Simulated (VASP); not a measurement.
# Mo12C in VASP: single point with LDA

Aim: the single point of Mo12C with LDA.

All numbers are computed with VASP 6.6.1; they aren't measurements. Logs are shortened: lines on timing, memory, paths and dates and some standing lists are left out, and cuts for length are marked.

## 1. The cell of the first run

The cell holds a slab with vacuum, 13 atoms: a = 5.389 Å, b = 5.389 Å, c = 19.741 Å, α = 90.00°, β = 90.00°, γ = 109.47°.

## 2. Single point, LDA

File INCAR:

```
SYSTEM = Mo12C
PREC = Accurate ; ENCUT = 520
EDIFF = 1E-7 ; ISMEAR = 0
SIGMA = 0.1 ; LREAL = .False.
LASPH = .True. ; NELM = 60
ALGO = Normal ; ISIF = 2
LWAVE = .False. ; LCHARG = .False.
LDIPOL = .True. ; IDIPOL = 3
DIPOL = 0.5 0.5 0.325 ; GGA = CA
NBANDS = 98
```

File KPOINTS:

```
Automatic mesh
0
Gamma
  5 5 1
  0 0 0
```

File POSCAR:

```
Mo12C
1.0
    5.3887247571      0.0000000000      0.0000000000
   -1.7962415857      5.0805384236      0.0000000000
    0.0000000000      0.0000000000     19.7413781192
Mo C
12 1
Direct
    0.2500000000      0.2500000000      0.2026200996
    0.2500000000      0.7500000000      0.2026200996
    0.7500000000      0.2500000000      0.2026200996
    0.7500000000      0.7500000000      0.2026200996
    0.0000000000      0.0000000000      0.3100443415
    0.0000000000      0.5000000000      0.3100443415
    0.5000000000      0.0000000000      0.3100443415
    0.5000000000      0.5000000000      0.3100443415
    0.2500000000      0.2500000000      0.4174672138
    0.2500000000      0.7500000000      0.4174672138
    0.7500000000      0.2500000000      0.4174672138
    0.7500000000      0.7500000000      0.4174672138
    0.2500000000      0.2500000000      0.5085530322
```

Potentials or basis: VASP PAW LDA potentials, release 64 (Mo_sv, C).

Started as:

```bash
cat potpaw_LDA.64/Mo_sv/POTCAR potpaw_LDA.64/C/POTCAR > POTCAR
mpirun -np 1 vasp_std > vasp.out
```

OUTCAR:

```text
SYSTEM = Mo12C
   PREC = Accurate
   ENCUT = 520
   EDIFF = 1E-7
   ISMEAR = 0
   LREAL = .False.
   LASPH = .True.
   NELM = 60
   ISIF = 2
   GGA = CA

 ion  position               nearest neighbor table
   1  0.250  0.250  0.203-   5 2.63   8 2.63   3 2.69   3 2.69   2 2.69   2 2.69   7 3.06   6 3.06
                             4 3.11   4 3.11
   2  0.250  0.750  0.203-   6 2.63   7 2.63   4 2.69   4 2.69   1 2.69   1 2.69   5 3.06   8 3.06
                             3 3.11   3 3.11
   3  0.750  0.250  0.203-   6 2.63   7 2.63   1 2.69   1 2.69   4 2.69   4 2.69   5 3.06   8 3.06
                             2 3.11   2 3.11
   4  0.750  0.750  0.203-   5 2.63   8 2.63   2 2.69   2 2.69   3 2.69   3 2.69   7 3.06   6 3.06
                             1 3.11   1 3.11
   5  0.000  0.000  0.310-   9 2.63  12 2.63   1 2.63   4 2.63   7 2.69   7 2.69   6 2.69   6 2.69
                            11 3.06  10 3.06   3 3.06   2 3.06   8 3.11   8 3.11
   6  0.000  0.500  0.310-  10 2.63  11 2.63   2 2.63   3 2.63   8 2.69   8 2.69   5 2.69   5 2.69
                             9 3.06  12 3.06   1 3.06   4 3.06   7 3.11   7 3.11
   7  0.500  0.000  0.310-  10 2.63  11 2.63   2 2.63   3 2.63   5 2.69   5 2.69   8 2.69   8 2.69
                             9 3.06  12 3.06   1 3.06   4 3.06   6 3.11   6 3.11
   8  0.500  0.500  0.310-   9 2.63  12 2.63   1 2.63   4 2.63   6 2.69   6 2.69   7 2.69   7 2.69
                            11 3.06  10 3.06   3 3.06   2 3.06   5 3.11   5 3.11
   9  0.250  0.250  0.417-  13 1.80   8 2.63   5 2.63  11 2.69  11 2.69  10 2.69  10 2.69   6 3.06
                             7 3.06  12 3.11  12 3.11
  10  0.250  0.750  0.417-   6 2.63   7 2.63  12 2.69  12 2.69   9 2.69   9 2.69   5 3.06   8 3.06
                            11 3.11  11 3.11
  11  0.750  0.250  0.417-   6 2.63   7 2.63   9 2.69   9 2.69  12 2.69  12 2.69   5 3.06   8 3.06
                            10 3.11  10 3.11
  12  0.750  0.750  0.417-   5 2.63   8 2.63  10 2.69  10 2.69  11 2.69  11 2.69   7 3.06   6 3.06
                             9 3.11   9 3.11
  13  0.250  0.250  0.509-   9 1.80

  LATTYP: Found a base centered orthorhombic cell.
 ALAT       =     6.2223633782
 B/A-ratio  =     1.4142135624
 C/A-ratio  =     3.1726495094

  Lattice vectors:

 A1 = (   5.3887247571,   0.0000000000,   0.0000000000)
 A2 = (  -1.7962415857,   5.0805384236,   0.0000000000)
 A3 = (   0.0000000000,   0.0000000000,  19.7413781192)

Analysis of symmetry for initial positions (statically):
=====================================================================
 Subroutine PRICEL returns:
 Original cell was already a primitive cell.

 Routine SETGRP: Setting up the symmetry group for a
 base centered orthorhombic supercell.

 Subroutine GETGRP returns: Found  4 space group operations
 (whereof  2 operations were pure point group operations)
 out of a pool of  8 trial point group operations.

The static configuration has the point symmetry C_1h.
 The point group associated with its full space group is C_2v.

Analysis of symmetry for dynamics (positions and initial velocities):
=====================================================================
 Subroutine PRICEL returns:
 Original cell was already a primitive cell.

 Routine SETGRP: Setting up the symmetry group for a
 base centered orthorhombic supercell.

 Subroutine GETGRP returns: Found  4 space group operations
 (whereof  2 operations were pure point group operations)
 out of a pool of  8 trial point group operations.

The dynamic configuration has the point symmetry C_1h.
 The point group associated with its full space group is C_2v.

 Subroutine INISYM returns: Found  4 space group operations
 (whereof  2 operations are pure point group operations),
 and found     1 'primitive' translations

----------------------------------------------------------------------------------------

                                     Primitive cell

  volume of cell :     540.4720

  direct lattice vectors                    reciprocal lattice vectors
     5.388724757  0.000000000  0.000000000     0.185572662  0.065609844  0.000000000
    -1.796241586  5.080538424  0.000000000     0.000000000  0.196829532  0.000000000
     0.000000000  0.000000000 19.741378119     0.000000000  0.000000000  0.050655025

  length of vectors
     5.388724757  5.388724757 19.741378119     0.196829532  0.196829532  0.050655025

  position of ions in fractional coordinates (direct lattice)
     0.250000000  0.250000000  0.202620100
     0.250000000  0.750000000  0.202620100
     0.750000000  0.250000000  0.202620100
     0.750000000  0.750000000  0.202620100
     0.000000000  0.000000000  0.310044342
     0.000000000  0.500000000  0.310044342
     0.500000000  0.000000000  0.310044342
[... 55 lines left out ...]
  0.400000  0.200000  0.000000      4.000000
 -0.400000  0.200000  0.000000      4.000000
 -0.200000  0.200000  0.000000      2.000000
  0.400000  0.400000  0.000000      2.000000
 -0.400000  0.400000  0.000000      2.000000
   k-points           NKPTS =      9   k-points in BZ     NKDIM =      9   number of bands    NBANDS=     98
   number of dos      NEDOS =    301   number of ions     NIONS =     13
   total plane-waves  NPLWV = 240000
   dimension x,y,z NGX =    40 NGY =   40 NGZ =  150
   dimension x,y,z NGXF=    80 NGYF=   80 NGZF=  300
   ions per type =              12   1
   NGX,Y,Z   is equivalent  to a cutoff of  12.34, 12.34, 12.63 a.u.
   NGXF,Y,Z  is equivalent  to a cutoff of  24.68, 24.68, 25.26 a.u.
 SYSTEM =  Mo12C
   PREC   = accura    normal or accurate (medium, high low for compatibility)
   ISTART =      0    job   : 0-new  1-cont  2-samecut
   ICHARG =      2    charge: 1-file 2-atom 10-const
   ISPIN  =      1    spin polarized calculation?
   LNONCOLLINEAR =      F non collinear calculations
   LSORBIT =      F    spin-orbit coupling
   LASPH  =      T    aspherical Exc in radial PAW
   ENCUT  =  520.0 eV  38.22 Ry    6.18 a.u.  10.02 10.02 36.71*2*pi/ulx,y,z
   NELM   =     60;   NELMIN=  2; NELMDL= -5     # of ELM steps
   EDIFF  = 0.1E-06   stopping-criterion for ELM
   LREAL  =      F    real-space projection
   EDIFFG = 0.1E-05   stopping-criterion for IOM
   NSW    =      0    number of steps for IOM
   IBRION =     -1    ionic relax: 0-MD 1-quasi-New 2-CG
   NFREE  =      0    steps in history (QN), initial steepest desc. (CG)
   ISIF   =      2    stress and relaxation
   ISYM   =      2    0-nonsym 1-usesym 2-fastsym
   POTIM  = 0.5000    time-step for ionic-motion
   TEBEG  =    0.0;   TEEND  =   0.0 temperature during run
   PSTRESS=    0.0 pullay stress
   NELECT =     172.0000    total number of electrons
   NUPDOWN=      -1.0000    fix difference up-down
   EMIN   =  10.00;   EMAX   =-10.00  energy-range for DOS
   EFERMI =   0.00;   METHOD = LEGACY
   ISMEAR =     0;   SIGMA  =   0.10  broadening in eV -4-tet -1-fermi 0-gaus
   EFERMI_NEDOS =   21; number of points for ismear=-14 and -15
   IALGO  =     38    algorithm
   IMIX   =      4    mixing-type and parameters
     AMIX     =   0.40;   BMIX     =  1.00
     AMIX_MAG =   1.60;   BMIX_MAG =  1.00
  volume/ion in A,a.u.               =      41.57       280.56
  Fermi-wavevector in a.u.,A,eV,Ry     =   1.117703  2.112153 16.997227  1.249261
  Thomas-Fermi vector in A             =   2.254328
   LORBIT       =      0    0 simple, 1 ext, 2 COOP (PROOUT), +10 PAW based schemes
   GGA     = CA    functional components
   LHFCALC =     F    Hartree Fock is set to
   AEXX    =    0.0000 exact exchange contribution
   IVDW    =     0    specifies the selected vdW correction
   LEPSILON=     F    determine dielectric tensor
   LRPA    =     F    only Hartree local field effects (RPA)
 non-spin polarized calculation
 Gauss-broadening in eV      SIGMA  =   0.10
  energy-cutoff  :      520.00
  volume of cell :      540.47
 maximum number of plane-waves:     14600
   NGX = 21   NGY = 21   NGZ = 73

 dipolmoment           0.000000      0.000000     -0.040589 electrons x Angstroem

 number of electron     171.9999997 magnetization

 dipolmoment           0.000000      0.000000      0.150751 electrons x Angstroem

 Free energy of the ion-electron system (eV)
  ---------------------------------------------------
  ext. energy  EPLUGINS =         0.00000000
  ---------------------------------------------------
  free energy    TOTEN  =      -141.08269940 eV

  energy without entropy =     -141.01079111  energy(sigma->0) =     -141.04674526

 E-fermi :   0.9652     XC(G=0):  -5.8755

 val. band max:        0.9453909276   @ k =   0.4000   0.4000   0.0000
 cond. band min:       0.9708895751   @ k =  -0.2000   0.2000   0.0000
 fundamental gap:      0.0254986475
 Fermi energy:         0.9652233990

 k-point     1 :       0.0000    0.0000    0.0000
  band No.  band energies     occupation
      1     -59.9249      2.00000
      2     -59.7021      2.00000
      3     -59.6832      2.00000
      4     -59.6525      2.00000
      5     -59.6237      2.00000
      6     -59.5737      2.00000
[... 898 lines left out ...]
     97       1.7769      0.00000
     98       1.9017      0.00000

------------------------ aborting loop because EDIFF is reached ----------------------------------------

 vacuum level on the upper side and lower side of the slab       (xc-potential included)         0.444        -0.544

  FORCE on cell =-STRESS in cart. coord.  units (eV):
  Direction    XX          YY          ZZ          XY          YZ          ZX
  --------------------------------------------------------------------------------------
  -------------------------------------------------------------------------------------
  Total       -9.8872060     -9.2719526      3.9842073      0.8700997      0.0000000      0.0000000
  in kB      -29.3096718    -27.4858122     11.8107997      2.5793269      0.0000000      0.0000000
  external PRESSURE =     -14.9948948 kB  Pullay stress =       0.0000000 kB

 VOLUME and BASIS-vectors are now :
 -----------------------------------------------------------------------------
  energy-cutoff  :      520.00
  volume of cell :      540.47
      direct lattice vectors                 reciprocal lattice vectors
     5.388724757  0.000000000  0.000000000     0.185572662  0.065609844  0.000000000
    -1.796241586  5.080538424  0.000000000     0.000000000  0.196829532  0.000000000
     0.000000000  0.000000000 19.741378119     0.000000000  0.000000000  0.050655025

 POSITION                                       TOTAL-FORCE (eV/Angst)
 -----------------------------------------------------------------------------------
      0.89812      1.27013      4.00000        -0.000000     -0.000000     -0.026329
      0.00000      3.81040      4.00000        -0.000000     -0.000000     -0.203955
      3.59248      1.27013      4.00000        -0.000000      0.000000     -0.203955
      2.69436      3.81040      4.00000        -0.000000      0.000000      0.207263
      0.00000      0.00000      6.12070        -0.355074     -0.502150     -0.796598
     -0.89812      2.54027      6.12070        -0.144996      0.102528      0.114386
      2.69436      0.00000      6.12070         0.144996     -0.102528      0.114386
      1.79624      2.54027      6.12070         0.355074      0.502150     -0.796598
      0.89812      1.27013      8.24138        -0.000000      0.000000      0.497949
      0.00000      3.81040      8.24138        -0.000000     -0.000000      0.665830
      3.59248      1.27013      8.24138        -0.000000     -0.000000      0.665830
      2.69436      3.81040      8.24138        -0.000000      0.000000     -0.361378
      0.89812      1.27013     10.03954        -0.000000     -0.000000      0.123170
 -----------------------------------------------------------------------------------
    total drift:                                0.000000      0.000000      0.000075

  FREE ENERGIE OF THE ION-ELECTRON SYSTEM (eV)
  ---------------------------------------------------
  free  energy   TOTEN  =      -141.0826994032 eV

  energy  without entropy=     -141.0107911137  energy(sigma->0) =     -141.04674526

 vacuum level on the upper side and lower side of the slab         6.914         5.902
```

Wall time 33 min (1 thread of Oxide Virtual Turin-like, shared host); peak memory 0.57 GiB.

Results:

| Property | Result |
| --- | --- |
| Free energy | -141.0827 eV |
| Largest force | 1.006 eV/Å |
| Band gap on the k mesh | zero (bands 86 and 87 overlap by 1.62 eV) |

Forces on the atoms (eV/Å):
```
Mo   0.000  0.000 -0.026
Mo   0.000  0.000 -0.204
Mo   0.000  0.000 -0.204
Mo   0.000  0.000  0.207
Mo  -0.355 -0.502 -0.797
Mo  -0.145  0.103  0.114
Mo   0.145 -0.103  0.114
Mo   0.355  0.502 -0.797
Mo   0.000  0.000  0.498
Mo   0.000  0.000  0.666
Mo   0.000  0.000  0.666
Mo   0.000  0.000 -0.361
C    0.000  0.000  0.123
```

The gap in the log of VASP goes by the Fermi energy; the results here count the filled bands.